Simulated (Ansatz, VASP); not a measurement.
Two plane-wave programs on TePb

```
Pb Te
1.0
     0.00000    3.22194    3.22194
     3.22194    0.00000    3.22194
     3.22194    3.22194    0.00000
Pb Te
1 1
Direct
  0.00000 0.00000 0.00000
  0.50000 0.50000 0.50000
```

Alike in both runs: task single point; functional PBEsol; k mesh 6 × 6 × 6; no spin polarisation.

|  | VASP | Ansatz |
| --- | --- | --- |
| version | VASP 6.6.1 | Ansatz 0.2.0 |
| potentials or method | VASP PAW PBE potentials, release 64 (Pb_d, Te), cutoff 500 eV | scalar-relativistic, plane waves, PAW |
| occupations | gaussian, width 0.01 eV | fixed |
| valence electrons in the cell | 20 | 30 |

```tsv
	VASP	Ansatz	Ansatz less VASP
gap on the k mesh at the Fermi level (eV)	0.65	0.65	+0.002
least direct gap on the mesh (eV)	0.65	0.65	+0.002
```

VASP's potentials were made for PBE, not for PBEsol, and Ansatz warns of the same on its side. VASP's potentials hold 20 valence electrons a cell and Ansatz's 30, so a difference there can come from the potentials and not from the codes.

Spin-orbit coupling is off throughout.
